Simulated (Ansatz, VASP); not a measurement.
**HfB2: VASP beside Ansatz**

```
CELL_PARAMETERS angstrom
3.15043 0.00000 0.00000
-1.57522 2.72835 0.00000
0.00000 0.00000 3.49156
ATOMIC_POSITIONS crystal
Hf 0.00000 0.00000 0.00000
B 0.33333 0.66667 0.50000
B 0.66667 0.33333 0.50000
```

Change from the starting cell: volume scaled by 1.01, crystal datasets.

Alike in both runs: task electric field gradients; functional PBEsol; k mesh 13 × 13 × 11; occupations fermi-dirac, width 0.05 eV; no spin polarisation.

|  | VASP | Ansatz |
| --- | --- | --- |
| version | VASP 6.6.1 | Ansatz 0.2.0 |
| potentials or method | VASP PAW PBE potentials, release 64 (Hf_pv, B), cutoff 520 eV | all-electron PAW with datasets made for the crystal, scalar-relativistic |

```tsv
	VASP	Ansatz	Ansatz less VASP
pressure (GPa)	-6.9	-6.7	+0.21
traceless stress, the component that is largest in VASP (GPa)	-0.57	-0.66	-0.095
size of Vzz on the site where it differs most (V/Å²)	79.7	112.6	+32.92
```

VASP's potentials were made for PBE, not for PBEsol. Ansatz ran all-electron here, and VASP with PAW potentials.

Spin-orbit coupling is off throughout.
